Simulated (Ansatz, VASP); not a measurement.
**Sc5SbSe2: VASP beside Ansatz**

File INCAR:

```
  ALGO = Normal
  EDIFF = 1E-6
  EDIFFG = -0.08
  ENCUT = 600
  GGA = PE
  IBRION = 2
  ISIF = 3
  ISMEAR = 0
  LASPH = True
  LCHARG = False
  LREAL = False
  LWAVE = False
  NELM = 60
  NSW = 36
  PREC = Accurate
  SIGMA = 0.2
```

File KPOINTS:

```
k-points
0
Gamma
  3 3 4
```

Contents of POSCAR:

```
Sc5SbSe2
1.0
    6.7312173300      0.0000000000      0.0000000000
   -3.3656086600      5.8294052000      0.0000000000
    0.0000000000      0.0000000000      4.8683907400
Sc Sb Se
5 1 2
Direct
    0.5000000000      0.0000000000      0.5000000000
    0.0000000000      0.5000000000      0.5000000000
    0.5000000000      0.5000000000      0.5000000000
    0.3333333300      0.6666666700      0.0000000000
    0.6666666700      0.3333333300      0.0000000000
    0.0000000000      0.0000000000      0.0000000000
    0.3333333300      0.6666666700      0.5000000000
    0.6666666700      0.3333333300      0.5000000000
```

Input for Ansatz:

```yaml
crystal:
  lattice:
    - [6.73121733, 0.0, 0.0]
    - [-3.36560866, 5.8294052, 0.0]
    - [0.0, 0.0, 4.86839074]
  atoms:
    - { symbol: Sc, position: [0.5, 0.0, 0.5] }
    - { symbol: Sc, position: [0.0, 0.5, 0.5] }
    - { symbol: Sc, position: [0.5, 0.5, 0.5] }
    - { symbol: Sc, position: [0.33333333, 0.66666667, 0.0] }
    - { symbol: Sc, position: [0.66666667, 0.33333333, 0.0] }
    - { symbol: Sb, position: [0.0, 0.0, 0.0] }
    - { symbol: Se, position: [0.33333333, 0.66666667, 0.5] }
    - { symbol: Se, position: [0.66666667, 0.33333333, 0.5] }
basis:
  ecutwfc: 420
kpoints:
  mp_grid: { grid: [3, 3, 4] }
hamiltonian:
  xc: pbe
scf:
  occupations: { method: gaussian, width: 0.2 }
  lower_state_search: "off"
output:
  forces: true
  stress: true
  eigenvalues: true
relax:
  adjacent_minimum: "off"
  f_tol: 0.08
  max_steps: 16
  cell: { stress_tol: 0.8 }
```

Alike in both runs: task relaxation of cell and atoms; functional PBE; k mesh 3 × 3 × 4; occupations gaussian, width 0.2 eV; no spin polarisation.

|  | VASP | Ansatz |
| --- | --- | --- |
| version | VASP 6.6.1 | Ansatz 0.2.0 |
| potentials or method | VASP PAW PBE potentials, release 64 (Sc_sv, Sb, Se), cutoff 600 eV | scalar-relativistic, plane waves, PAW |
| valence electrons in the cell | 72 | 102 |

|  | VASP | Ansatz | Ansatz less VASP |
| --- | --- | --- | --- |
| gap on the k mesh at the Fermi level, each at its own relaxed structure (eV) | none | none | - |
| relaxed volume (Å³/atom) | 40.32 | 40.43 | +0.114 |
| relaxed cell length with the largest relative difference (Å) | 8.589 | 8.605 | +0.0160 |

A gap of «none» marks a metal or a gap that the smearing closes. VASP's potentials hold 72 valence electrons a cell and Ansatz's 102, so a difference there can come from the potentials and not from the codes.

Neither program's run includes spin-orbit coupling. Noted on VASP's run: the volume moved by over 15 % at a fixed basis, so the end points are rough.
